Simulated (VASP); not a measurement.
# CoO (Pm-3m) in VASP: notebook

CoO is run at these levels: PBE+U; tasks: single point.

Everything below comes from runs of VASP 6.6.1. Logs are shortened: lines on timing, memory, paths and dates and some standing lists are left out, and cuts for length are marked.

## Step 1: The cell of the first run

Symmetry: Pm-3m, No. 221, cubic system. Conventional cell: a = 2.661 Å, b = 2.661 Å, c = 2.661 Å, α = 90.00°, β = 90.00°, γ = 90.00°. Co (site symmetry m-3m) has 8 O at 2.30 Å and 6 Co at 2.66 Å within 3.0 Å. O (site symmetry m-3m) has 8 Co at 2.30 Å and 6 O at 2.66 Å within 3.0 Å.

## Step 2: Single point, PBE+U, collinear spin, ferromagnetic start

File INCAR:

```
SYSTEM = CoO
  PREC = Accurate
  ENCUT = 700
  EDIFF = 1E-6
  ISMEAR = 0
  SIGMA = 0.02
  LREAL = .FALSE.
  LASPH = .TRUE.
  NELM = 200
  ALGO = Normal
  ISIF = 2
  LWAVE = .FALSE.
  LCHARG = .FALSE.
  ISPIN = 2
  MAGMOM = 4.5 0
  LORBIT = 11
  LMAXMIX = 4
  LDAU = .TRUE.
  LDAUTYPE = 2
  LDAUL = 2 -1
  LDAUU = 3.32 0
  LDAUJ = 0 0
  LDAUPRINT = 1
  GGA = PE
  NBANDS = 22
  GGA_COMPAT = .FALSE.
```

File KPOINTS:

```
regular mesh
0
G
  10 10 10
  0 0 0
```

File POSCAR:

```
CoO
1.0
    2.6612513074      0.0000000000      0.0000000000
    0.0000000000      2.6612513074      0.0000000000
    0.0000000000      0.0000000000      2.6612513074
Co O
1 1
Direct
    0.0000000000      0.0000000000      0.0000000000
    0.5000000000      0.5000000000      0.5000000000
```

Potentials or basis: VASP PAW PBE potentials, release 64 (Co_sv, O).

On the command line:

```bash
> cat potpaw_PBE.64/Co_sv/POTCAR potpaw_PBE.64/O/POTCAR > POTCAR
> mpirun -np 1 vasp_std > vasp.out
```

OUTCAR:

```text
SYSTEM = CoO
   PREC = Accurate
   ENCUT = 700
   EDIFF = 1E-6
   ISMEAR = 0
   LREAL = .FALSE.
   LASPH = .TRUE.
   NELM = 200
   ISIF = 2
   ISPIN = 2
   LORBIT = 11
   GGA = PE

 ion  position               nearest neighbor table
   1  0.000  0.000  0.000-
   2  0.500  0.500  0.500-

  LATTYP: Found a simple cubic cell.
 ALAT       =     2.6612513074

  Lattice vectors:

 A1 = (   2.6612513074,   0.0000000000,   0.0000000000)
 A2 = (   0.0000000000,   2.6612513074,   0.0000000000)
 A3 = (   0.0000000000,   0.0000000000,   2.6612513074)

Analysis of symmetry for initial positions (statically):
=====================================================================
 Subroutine PRICEL returns:
 Original cell was already a primitive cell.

 Routine SETGRP: Setting up the symmetry group for a
 simple cubic supercell.

 Subroutine GETGRP returns: Found 48 space group operations
 (whereof 48 operations were pure point group operations)
 out of a pool of 48 trial point group operations.

The static configuration has the point symmetry O_h .

Analysis of symmetry for dynamics (positions and initial velocities):
=====================================================================
 Subroutine PRICEL returns:
 Original cell was already a primitive cell.

 Routine SETGRP: Setting up the symmetry group for a
 simple cubic supercell.

 Subroutine GETGRP returns: Found 48 space group operations
 (whereof 48 operations were pure point group operations)
 out of a pool of 48 trial point group operations.

The dynamic configuration has the point symmetry O_h .

Analysis of structural, dynamic, and magnetic symmetry:
=====================================================================
 Subroutine PRICEL returns:
 Original cell was already a primitive cell.

 Routine SETGRP: Setting up the symmetry group for a
 simple cubic supercell.

 Subroutine GETGRP returns: Found 48 space group operations
 (whereof 48 operations were pure point group operations)
 out of a pool of 48 trial point group operations.

The overall configuration has the point symmetry O_h .
[... 166 lines left out ...]
  o =  0.0818  v =  0.0000  0.0000  0.0000  0.0000  0.0000 -0.0008 -0.0709 -0.0000  0.9975 -0.0000      0.0000  0.0000  0.0000  0.0000  0.0000  0.0000  0.0000  0.0000  0.0000  0.0000
  o =  0.8947  v =  0.0000  0.0000  0.0000  0.0000  0.0000  0.0000 -0.0000  0.9951  0.0000  0.0986      0.0000  0.0000  0.0000  0.0000  0.0000  0.0000  0.0000  0.0000  0.0000  0.0000
  o =  0.8947  v =  0.0000  0.0000  0.0000  0.0000  0.0000 -0.0000  0.0000 -0.0986 -0.0000  0.9951      0.0000  0.0000  0.0000  0.0000  0.0000  0.0000  0.0000  0.0000  0.0000  0.0000
  o =  0.9125  v =  0.0000 -0.0000 -0.5010 -0.0000  0.8655  0.0000  0.0000  0.0000  0.0000  0.0000      0.0000  0.0000  0.0000  0.0000  0.0000  0.0000  0.0000  0.0000  0.0000  0.0000
  o =  0.9125  v =  0.0000 -0.0000 -0.8655 -0.0000 -0.5010  0.0000  0.0000  0.0000  0.0000  0.0000      0.0000  0.0000  0.0000  0.0000  0.0000  0.0000  0.0000  0.0000  0.0000  0.0000
  o =  0.9441  v =  1.0000  0.0000  0.0000  0.0000  0.0000  0.0000  0.0000  0.0000  0.0000  0.0000      0.0000  0.0000  0.0000  0.0000  0.0000  0.0000  0.0000  0.0000  0.0000  0.0000
  o =  0.9441  v =  0.0000  0.3727 -0.0000 -0.9280 -0.0000  0.0000  0.0000  0.0000  0.0000  0.0000      0.0000  0.0000  0.0000  0.0000  0.0000  0.0000  0.0000  0.0000  0.0000  0.0000
  o =  0.9441  v =  0.0000  0.9280 -0.0000  0.3727 -0.0000  0.0000  0.0000  0.0000  0.0000  0.0000      0.0000  0.0000  0.0000  0.0000  0.0000  0.0000  0.0000  0.0000  0.0000  0.0000

 number of electron      22.9999968 magnetization       2.9997377

 Free energy of the ion-electron system (eV)
  ---------------------------------------------------
  ext. energy  EPLUGINS =         0.00000000
  ---------------------------------------------------
  free energy    TOTEN  =       -10.97631283 eV

  energy without entropy =      -10.97631283  energy(sigma->0) =      -10.97631283

 E-fermi :   8.8672     XC(G=0): -12.9268

 val. band max:        8.4351675780   @ k =   0.5000   0.0000   0.0000
 cond. band min:       9.3760992645   @ k =   0.0000   0.0000   0.0000
 fundamental gap:      0.9409316864
 Fermi energy:         8.8672197235

 spin component 1

 k-point     1 :       0.0000    0.0000    0.0000
  band No.  band energies     occupation
      1     -88.2882      1.00000
      2     -51.5077      1.00000
      3     -51.5077      1.00000
      4     -51.5076      1.00000
      5     -10.4929      1.00000
      6       3.8450      1.00000
[... 1193 lines left out ...]
     21      35.6526      0.00000
     22      38.8735      0.00000

 [... further k-points ...]

------------------------ aborting loop because EDIFF is reached ----------------------------------------

  FORCE on cell =-STRESS in cart. coord.  units (eV):
  Direction    XX          YY          ZZ          XY          YZ          ZX
  --------------------------------------------------------------------------------------
  -------------------------------------------------------------------------------------
  Total       -0.3253619     -0.3253619     -0.3253619      0.0000000      0.0000000     -0.0000000
  in kB      -27.6579272    -27.6579272    -27.6579272      0.0000000      0.0000000     -0.0000000
  external PRESSURE =     -27.6579272 kB  Pullay stress =       0.0000000 kB

 VOLUME and BASIS-vectors are now :
 -----------------------------------------------------------------------------
  energy-cutoff  :      700.00
  volume of cell :       18.85
      direct lattice vectors                 reciprocal lattice vectors
     2.661251307  0.000000000  0.000000000     0.375763085  0.000000000  0.000000000
     0.000000000  2.661251307  0.000000000     0.000000000  0.375763085  0.000000000
     0.000000000  0.000000000  2.661251307     0.000000000  0.000000000  0.375763085

 POSITION                                       TOTAL-FORCE (eV/Angst)
 -----------------------------------------------------------------------------------
      0.00000      0.00000      0.00000         0.000000      0.000000      0.000000
      1.33063      1.33063      1.33063         0.000000      0.000000      0.000000
 -----------------------------------------------------------------------------------
    total drift:                                0.000000      0.000000     -0.000000

  FREE ENERGIE OF THE ION-ELECTRON SYSTEM (eV)
  ---------------------------------------------------
  free  energy   TOTEN  =       -10.9763128272 eV

  energy  without entropy=      -10.9763128272  energy(sigma->0) =      -10.97631283

 total charge

# of ion       s       p       d       tot
------------------------------------------
    1        2.141   6.057   6.667  14.865
    2        1.564   3.389   0.000   4.953
--------------------------------------------------
tot          3.705   9.446   6.667  19.818

 magnetization (x)

# of ion       s       p       d       tot
------------------------------------------
    1        0.008   0.009   2.618   2.635
    2        0.021   0.243   0.000   0.264
--------------------------------------------------
tot          0.029   0.252   2.618   2.899
```

OSZICAR:

```text
N       E                     dE             d eps       ncg     rms          rms(c)
DAV:   1     0.269776337467E+03    0.26978E+03   -0.14707E+04  6300   0.295E+03
DAV:   2    -0.166247992477E+00   -0.26994E+03   -0.25461E+03  7378   0.706E+02
DAV:   3    -0.123514033107E+02   -0.12185E+02   -0.12117E+02  7264   0.132E+02
DAV:   4    -0.124410913359E+02   -0.89688E-01   -0.89665E-01  5700   0.982E+00
DAV:   5    -0.124436426426E+02   -0.25513E-02   -0.25513E-02  6958   0.184E+00    0.179E+01
DAV:   6    -0.124349581941E+02    0.86844E-02   -0.27337E+01  7810   0.960E+01    0.322E+01
DAV:   7    -0.104092581053E+02    0.20257E+01   -0.20807E+01  6700   0.720E+01    0.979E+00
DAV:   8    -0.108802781573E+02   -0.47102E+00   -0.81900E-01  6558   0.110E+01    0.504E+00
DAV:   9    -0.109588398654E+02   -0.78562E-01   -0.53947E-01  8586   0.102E+01    0.215E+00
DAV:  10    -0.109819971526E+02   -0.23157E-01   -0.75763E-02  6346   0.285E+00    0.893E-01
DAV:  11    -0.109757390236E+02    0.62581E-02   -0.26661E-02  7368   0.172E+00    0.411E-01
DAV:  12    -0.109763784278E+02   -0.63940E-03   -0.17305E-03  6210   0.642E-01    0.164E-01
DAV:  13    -0.109762758445E+02    0.10258E-03   -0.64627E-04  7312   0.565E-01    0.607E-02
DAV:  14    -0.109763055333E+02   -0.29689E-04   -0.24363E-04  7822   0.258E-01    0.675E-02
DAV:  15    -0.109763170369E+02   -0.11504E-04   -0.38743E-05  6918   0.109E-01    0.405E-02
DAV:  16    -0.109763123962E+02    0.46407E-05   -0.35585E-05  7788   0.104E-01    0.601E-03
DAV:  17    -0.109763128272E+02   -0.43103E-06   -0.29922E-06  5040   0.141E-02
   1 F= -.10976313E+02 E0= -.10976313E+02  d E =0.000000E+00  mag=     2.9999
```

It took 50 s on 1 thread of Intel Xeon Platinum 8488C (Sapphire Rapids), shared host; peak memory 0.18 GiB.

What came out:

```
Free energy                                           : -10.9763 eV
Pressure                                              : -2.8 GPa
Band gap on the k mesh                                : 0.94 eV (least direct gap 1.77 eV)
Net moment                                            : 3.00 μB per cell
Site moments                                          : Co +2.63; O +0.26 μB
Valence electrons inside the program's atomic spheres : Co 14.87; O 4.95
```

Eigenvalues of the final occupation matrices:
```
    site  spin  trace               eigenvalues
site 1 d     1   4.66  0.91 0.91 0.94 0.94 0.94
site 1 d     2   2.03  0.08 0.08 0.08 0.89 0.89
```

Caveat: a cell with one magnetic atom can't hold antiferromagnetic order, which such compounds often take.

(Continued in part 2 of 2.)
